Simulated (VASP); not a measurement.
Wanted: the native input for a VASP 6.6.1 run.

```yaml
Task: single point
Functional: PBE
Potentials_or_basis: VASP PAW PBE potentials, release 64 (Zn, O)
Cutoff: 520 eV
k_mesh: 12 × 12 × 4
Occupations: gaussian, width 0.1 eV
Spin: no spin polarisation
Dipole_correction: no
Further_INCAR_settings: ALGO = Normal; EDIFF = 1e-06; NBANDS = 48
```

The structure of Zn6O lies in POSCAR:

```
Zn6O
1.0
    2.9422971172      0.0000000000      0.0000000000
   -1.4711485586      2.5481040490      0.0000000000
    0.0000000000      0.0000000000     13.0999103334
Zn O
6 1
Direct
    0.3333333333      0.6666666667      0.4189540508
    0.6666666667      0.3333333333      0.5810459492
    0.6666666667      0.3333333333      0.8980432478
    0.3333333333      0.6666666667      0.1019567522
    0.6666666667      0.3333333333      0.2593943912
    0.3333333333      0.6666666667      0.7406056088
    0.0000000000      0.0000000000      0.0000000000
```

These files were run (other wordings do the same):

INCAR

```
SYSTEM = Zn6O
  ALGO = Normal
  EDIFF = 1E-6
  ENCUT = 520
  GGA = PE
  ISIF = 2
  ISMEAR = 0
  LASPH = .TRUE.
  LCHARG = .FALSE.
  LREAL = .FALSE.
  LWAVE = .FALSE.
  NBANDS = 48
  NELM = 60
  PREC = Accurate
  SIGMA = 0.1
```

KPOINTS

```
k-points
0
G
  12 12 4
  0 0 0
```

Potentials or basis: VASP PAW PBE potentials, release 64 (Zn, O).

Command:

```console
$ cat potpaw_PBE.64/Zn/POTCAR potpaw_PBE.64/O/POTCAR > POTCAR
$ mpirun -np 1 vasp_std > vasp.out
```

Results of the run:

```
Pressure               : 0.4 GPa
Largest force          : 0.037 eV/Å
Band gap on the k mesh : zero (bands 39 and 40 overlap by 1.69 eV)
```

Wall time 2.3 min on 1 thread of Intel(R) Xeon(R) 6975P-C (Granite Rapids) (shared host), peak memory 0.38 GiB.
